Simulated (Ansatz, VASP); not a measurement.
Two plane-wave programs on BN

```
B N
1.0
     2.50060    0.00000    0.00000
    -1.25030    2.16558    0.00000
     0.00000    0.00000    6.85739
B N
2 2
Cartesian
  0.0000 0.0000 0.0000
  0.0000 1.4437 3.4287
  0.0000 1.4437 0.0000
  1.2503 0.7219 3.4287
```

Alike in both runs: functional r2SCAN; k mesh 12 × 12 × 4; occupations gaussian, width 0.02 eV; no spin polarisation.

Ansatz relaxed the structure, and its values are those at the end. VASP's run is a single point on that final structure, the one shown.

|  | VASP | Ansatz |
| --- | --- | --- |
| version | VASP 6.6.1 | Ansatz 0.2.0 |
| potentials or method | VASP PAW PBE potentials, release 64 (B, N), cutoff 520 eV | scalar-relativistic, plane waves, PAW |
| valence electrons in the cell | 16 | 16 |

```csv
,VASP,Ansatz,Ansatz less VASP
gap on the k mesh at the Fermi level (eV),4.98,4.95,-0.035
least direct gap on the mesh (eV),5.23,5.17,-0.059
pressure (GPa),0.4,0.0,-0.39
```

VASP's potentials were made for PBE, not for r2SCAN. The functional is the same, so the differences come from potentials, cutoffs and numerics.
